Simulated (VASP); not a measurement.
# Rb (P-3m1) in VASP: single point with PBEsol

Aim: the single point of Rb with PBEsol.

All numbers are computed with VASP 6.6.1; they aren't measurements. Logs are shortened: lines on timing, memory, paths and dates and some standing lists are left out, and cuts for length are marked.

## (1) The cell of the first run

Symmetry: P-3m1, No. 164, trigonal system. Conventional cell: a = 4.989 Å, b = 4.989 Å, c = 8.025 Å, α = 90.00°, β = 90.00°, γ = 120.00°.

## (2) Single point, PBEsol (strained and its atoms moved)

Contents of INCAR:

```
SYSTEM = Rb
PREC = Accurate ; ENCUT = 520
EDIFF = 1E-7 ; ISMEAR = 0
SIGMA = 0.1 ; LREAL = .False.
LASPH = .True. ; NELM = 80
ALGO = Fast ; ISIF = 2
LWAVE = .False. ; LCHARG = .False.
GGA = PS ; NBANDS = 16
```

Contents of KPOINTS:

```
regular mesh
0
Gamma
  9 9 6
  0 0 0
```

Contents of POSCAR:

```
Rb
1.0
    4.9893939965      0.0000000000      0.0000000000
   -2.4946969983      4.3209419505      0.0000000000
    0.0000000000      0.0000000000      8.0248514746
Rb
2
Direct
    0.3333333300      0.6666666700      0.2381545471
    0.6666666700      0.3333333300      0.7618454529
```

Potentials or basis: VASP PAW PBE potentials, release 64 (Rb_sv).

Started as:

```console
> cat potpaw_PBE.64/Rb_sv/POTCAR > POTCAR
> mpirun -np 1 vasp_std > vasp.out
```

OUTCAR:

```text
SYSTEM = Rb
   PREC = Accurate
   ENCUT = 520
   EDIFF = 1E-7
   ISMEAR = 0
   LREAL = .False.
   LASPH = .True.
   NELM = 80
   ISIF = 2
   GGA = PS

 ion  position               nearest neighbor table
   1  0.333  0.667  0.238-   2 4.79   2 4.79   2 4.79   2 5.10   2 5.10   2 5.10
   2  0.667  0.333  0.762-   1 4.79   1 4.79   1 4.79   1 5.10   1 5.10   1 5.10

  LATTYP: Found a hexagonal cell.
 ALAT       =     4.9893939965
 C/A-ratio  =     1.6083819959

  Lattice vectors:

 A1 = (   4.9893939965,   0.0000000000,   0.0000000000)
 A2 = (  -2.4946969983,   4.3209419505,   0.0000000000)
 A3 = (   0.0000000000,   0.0000000000,   8.0248514746)

Analysis of symmetry for initial positions (statically):
=====================================================================
 Subroutine PRICEL returns:
 Original cell was already a primitive cell.

 Routine SETGRP: Setting up the symmetry group for a
 hexagonal supercell.

 Subroutine GETGRP returns: Found 12 space group operations
 (whereof 12 operations were pure point group operations)
 out of a pool of 24 trial point group operations.

The static configuration has the point symmetry D_3d.

Analysis of symmetry for dynamics (positions and initial velocities):
=====================================================================
 Subroutine PRICEL returns:
 Original cell was already a primitive cell.

 Routine SETGRP: Setting up the symmetry group for a
 hexagonal supercell.

 Subroutine GETGRP returns: Found 12 space group operations
 (whereof 12 operations were pure point group operations)
 out of a pool of 24 trial point group operations.

The dynamic configuration has the point symmetry D_3d.

 Subroutine INISYM returns: Found 12 space group operations
 (whereof 12 operations are pure point group operations),
 and found     1 'primitive' translations

----------------------------------------------------------------------------------------

                                     Primitive cell

  volume of cell :     173.0068

  direct lattice vectors                    reciprocal lattice vectors
     4.989393996  0.000000000  0.000000000     0.200425142  0.115715510  0.000000000
    -2.494696998  4.320941950  0.000000000     0.000000000  0.231431019  0.000000000
     0.000000000  0.000000000  8.024851475     0.000000000  0.000000000  0.124612898

  length of vectors
     4.989393996  4.989393997  8.024851475     0.231431019  0.231431019  0.124612898

  position of ions in fractional coordinates (direct lattice)
     0.333333330  0.666666670  0.238154547
     0.666666670  0.333333330  0.761845453

  ion indices of the primitive-cell ions
   primitive index   ion index
[... 73 lines left out ...]
   NELM   =     80;   NELMIN=  2; NELMDL= -5     # of ELM steps
   EDIFF  = 0.1E-06   stopping-criterion for ELM
   LREAL  =      F    real-space projection
   EDIFFG = 0.1E-05   stopping-criterion for IOM
   NSW    =      0    number of steps for IOM
   IBRION =     -1    ionic relax: 0-MD 1-quasi-New 2-CG
   NFREE  =      0    steps in history (QN), initial steepest desc. (CG)
   ISIF   =      2    stress and relaxation
   ISYM   =      2    0-nonsym 1-usesym 2-fastsym
   POTIM  = 0.5000    time-step for ionic-motion
   TEBEG  =    0.0;   TEEND  =   0.0 temperature during run
   PSTRESS=    0.0 pullay stress
   NELECT =      18.0000    total number of electrons
   NUPDOWN=      -1.0000    fix difference up-down
   EMIN   =  10.00;   EMAX   =-10.00  energy-range for DOS
   EFERMI =   0.00;   METHOD = LEGACY
   ISMEAR =     0;   SIGMA  =   0.10  broadening in eV -4-tet -1-fermi 0-gaus
   EFERMI_NEDOS =   21; number of points for ismear=-14 and -15
   IALGO  =     68    algorithm
   IMIX   =      4    mixing-type and parameters
     AMIX     =   0.40;   BMIX     =  1.00
     AMIX_MAG =   1.60;   BMIX_MAG =  1.00
  volume/ion in A,a.u.               =      86.50       583.75
  Fermi-wavevector in a.u.,A,eV,Ry     =   0.769977  1.455046  8.066419  0.592865
  Thomas-Fermi vector in A             =   1.871082
   LORBIT       =      0    0 simple, 1 ext, 2 COOP (PROOUT), +10 PAW based schemes
   GGA     = PS    functional components
   LHFCALC =     F    Hartree Fock is set to
   AEXX    =    0.0000 exact exchange contribution
   IVDW    =     0    specifies the selected vdW correction
   LEPSILON=     F    determine dielectric tensor
   LRPA    =     F    only Hartree local field effects (RPA)
 non-spin polarized calculation
 RMM-DIIS sequential band-by-band and
 Gauss-broadening in eV      SIGMA  =   0.10
  energy-cutoff  :      520.00
  volume of cell :      173.01
 maximum number of plane-waves:      4685
 NGX is ok and might be reduce to    40
   NGX = 19   NGY = 19   NGZ = 29

 number of electron      18.0000000 magnetization

 Free energy of the ion-electron system (eV)
  ---------------------------------------------------
  ext. energy  EPLUGINS =         0.00000000
  ---------------------------------------------------
  free energy    TOTEN  =        -2.04669497 eV

  energy without entropy =       -2.03641193  energy(sigma->0) =       -2.04155345

 E-fermi :   0.0776     XC(G=0):  -5.6456

 val. band max:        0.0429432841   @ k =   0.2222   0.2222   0.5000
 cond. band min:       0.1086209390   @ k =   0.3333   0.2222   0.0000
 fundamental gap:      0.0656776549
 Fermi energy:         0.0775769111

 k-point     1 :       0.0000    0.0000    0.0000
  band No.  band energies     occupation
      1     -28.7660      2.00000
      2     -28.7602      2.00000
      3     -12.9282      2.00000
      4     -12.8268      2.00000
      5     -12.8268      2.00000
      6     -12.8085      2.00000
[... 433 lines left out ...]
      3     -12.9030      2.00000
      4     -12.8708      2.00000
      5     -12.8651      2.00000
      6     -12.8413      2.00000
[... 8 lines left out ...]
     15       3.4409      0.00000
     16       4.0840      0.00000

 [... further k-points ...]
[... 5 lines left out ...]
  --------------------------------------------------------------------------------------
  -------------------------------------------------------------------------------------
  Total       -0.0314930     -0.0314930      0.1259396      0.0000000     -0.0000000      0.0000000
  in kB       -0.2916493     -0.2916493      1.1662979      0.0000000     -0.0000000      0.0000000
  external PRESSURE =       0.1943331 kB  Pullay stress =       0.0000000 kB

 VOLUME and BASIS-vectors are now :
 -----------------------------------------------------------------------------
  energy-cutoff  :      520.00
  volume of cell :      173.01
      direct lattice vectors                 reciprocal lattice vectors
     4.989393996  0.000000000  0.000000000     0.200425142  0.115715510  0.000000000
    -2.494696998  4.320941950  0.000000000     0.000000000  0.231431019  0.000000000
     0.000000000  0.000000000  8.024851475     0.000000000  0.000000000  0.124612898

 POSITION                                       TOTAL-FORCE (eV/Angst)
 -----------------------------------------------------------------------------------
     -0.00000      2.88063      1.91115         0.000000      0.000000      0.073574
      2.49470      1.44031      6.11370        -0.000000      0.000000     -0.073574
 -----------------------------------------------------------------------------------
    total drift:                               -0.000000      0.000000     -0.000000

  FREE ENERGIE OF THE ION-ELECTRON SYSTEM (eV)
  ---------------------------------------------------
  free  energy   TOTEN  =        -2.0466949692 eV

  energy  without entropy=       -2.0364119342  energy(sigma->0) =       -2.04155345
```

OSZICAR:

```text
N       E                     dE             d eps       ncg     rms          rms(c)
DAV:   1     0.114837012838E+03    0.11484E+03   -0.69537E+03  1984   0.860E+02
DAV:   2     0.982488771322E+01   -0.10501E+03   -0.10147E+03  2688   0.181E+02
DAV:   3    -0.926248549378E+00   -0.10751E+02   -0.10707E+02  2784   0.577E+01
DAV:   4    -0.204299487751E+01   -0.11167E+01   -0.11165E+01  3368   0.123E+01
DAV:   5    -0.204864510314E+01   -0.56502E-02   -0.56500E-02  2824   0.109E+00    0.169E+00
RMM:   6    -0.204642387507E+01    0.22212E-02   -0.47911E-03  2187   0.365E-01    0.104E+00
RMM:   7    -0.204657143202E+01   -0.14756E-03   -0.95592E-03  2453   0.487E-01    0.776E-02
RMM:   8    -0.204667852093E+01   -0.10709E-03   -0.66616E-04  2913   0.134E-01    0.158E-02
RMM:   9    -0.204668890067E+01   -0.10380E-04   -0.12797E-04  3462   0.511E-02    0.129E-02
RMM:  10    -0.204669269032E+01   -0.37897E-05   -0.27000E-05  3412   0.303E-02    0.427E-03
RMM:  11    -0.204669374135E+01   -0.10510E-05   -0.14775E-05  3670   0.158E-02    0.258E-03
RMM:  12    -0.204669444373E+01   -0.70239E-06   -0.50850E-06  3382   0.994E-03    0.158E-03
RMM:  13    -0.204669470047E+01   -0.25673E-06   -0.25946E-06  3273   0.666E-03    0.502E-04
RMM:  14    -0.204669489317E+01   -0.19270E-06   -0.11894E-06  3188   0.481E-03    0.657E-04
RMM:  15    -0.204669496915E+01   -0.75979E-07   -0.62787E-07  2952   0.337E-03
   1 F= -.20466950E+01 E0= -.20415535E+01  d E =-.102830E-01
```

Run time: 2.7 min. Hardware: 1 thread of Intel Xeon 6975P-C (Granite Rapids), shared host; peak memory 0.36 GiB.

Results:

| Item | Value |
| --- | --- |
| Free energy | -2.0467 eV |
| Pressure | 0.0 GPa |
| Largest force | 0.074 eV/Å |
| Band gap on the k mesh | zero (band 9 reaches 1.05 eV, above the bottom of band 10 at -1.21 eV) |

Forces in eV/Å, atoms in the order of the input:
```
Rb   0.000  0.000  0.074
Rb   0.000  0.000 -0.074
```

Levels at points of the mesh, in eV from the Fermi level:
| k point | band 5 | band 6 | band 7 | band 8 | band 9 | band 10 | band 11 | band 12 | band 13 | band 14 |
| --- | --- | --- | --- | --- | --- | --- | --- | --- | --- | --- |
| (0.00, 0.00, 0.00) | -12.90 | -12.89 | -12.89 | -12.88 | -2.06 | 0.14 | 0.72 | 3.46 | 3.46 | 3.66 |
| (0.00, 0.00, 0.50) | -12.90 | -12.90 | -12.89 | -12.89 | -1.41 | -1.29 | 2.22 | 2.55 | 3.47 | 3.47 |

Caveat: the cell differs from its parent crystal (strained and its atoms moved); the PAW data sets were made with another functional, which shifts forces and pressure a little.
